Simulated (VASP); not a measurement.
# MgS: single point with HSE06

MgS:

```
Mg S
1.0
     0.00000    2.83088    2.83088
     2.83088    0.00000    2.83088
     2.83088    2.83088    0.00000
Mg S
1 1
Direct
  0.00000 0.00000 0.00000
  0.25000 0.25000 0.25000
```

```
Program                            : VASP 6.6.1
Task                               : single point
Functional                         : HSE06
Potentials or basis                : VASP PAW PBE potentials, release 64 (Mg, S)
Cutoff                             : 520 eV
k mesh                             : 4 × 4 × 4
Occupations                        : gaussian, width 0.01 eV
Spin                               : no spin polarisation
Dipole correction                  : no
Grid for exact exchange (PRECFOCK) : Normal
Further INCAR settings             : ALGO = Normal; EDIFF = 1e-07; NBANDS = 11
Screening parameter                : 0.2079 1/Å
```

```yaml
Pressure: -0.1 GPa
Band_gap_on_the_k_mesh: 4.52 eV, direct
```

Levels at points of the mesh, in eV from the valence-band top:
```
           k point  band 1  band 2  band 3  band 4  band 5  band 6  band 7  band 8  band 9
(0.00, 0.00, 0.00)  -12.42    0.00    0.00    0.00    4.52    9.18    9.18    9.18   12.20
(0.50, 0.00, 0.00)  -11.67   -3.39   -0.36   -0.36    6.23    8.83    8.83    9.85   14.24
(0.50, 0.50, 0.00)  -11.42   -3.05   -1.13   -1.13    4.86    6.75   12.64   13.76   13.76
```

Run time: 5.2 min on 1 thread of AMD EPYC 7R13 (shared host), peak memory 0.25 GiB.

Caveat: the k points lie up to 0.48 Å⁻¹ apart; the PAW data sets were made with another functional, which shifts forces and pressure a little. A k mesh can miss the band edges.
